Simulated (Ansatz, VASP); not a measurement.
One calculation of MnSi, two programs

```
CELL_PARAMETERS angstrom
0.00000 2.42325 2.42325
2.42325 0.00000 2.42325
2.42325 2.42325 0.00000
ATOMIC_POSITIONS crystal
Mn 0.50000 0.50000 0.50000
Si 0.00000 0.00000 0.00000
```

Alike in both runs: functional PBE; k mesh 20 × 20 × 20; occupations gaussian, width 0.1 eV; collinear spin.

Ansatz relaxed the structure, and its values are those at the end. VASP's run is a single point on that final structure, the one shown.

|  | VASP | Ansatz |
| --- | --- | --- |
| version | VASP 6.6.1 | Ansatz 0.2.0 |
| potentials or method | VASP PAW PBE potentials, release 64 (Mn_pv, Si), cutoff 520 eV | scalar-relativistic, plane waves, PAW |
| valence electrons in the cell | 17 | 19 |

```csv
,VASP,Ansatz,Ansatz less VASP
gap on the k mesh at the Fermi level (eV),none,none,-
pressure (GPa),0.0,0.0,+0.04
net moment per atom (μB),1.24,1.24,+0.002
size of the moment on the site where the two differ most (μB),2.58,2.49,-0.092
```

Site moments also hang on the region over which each program counts them. A gap of «none» marks a metal or a gap that the smearing closes. VASP's potentials hold 17 valence electrons a cell and Ansatz's 19, so a difference there can come from the potentials and not from the codes.
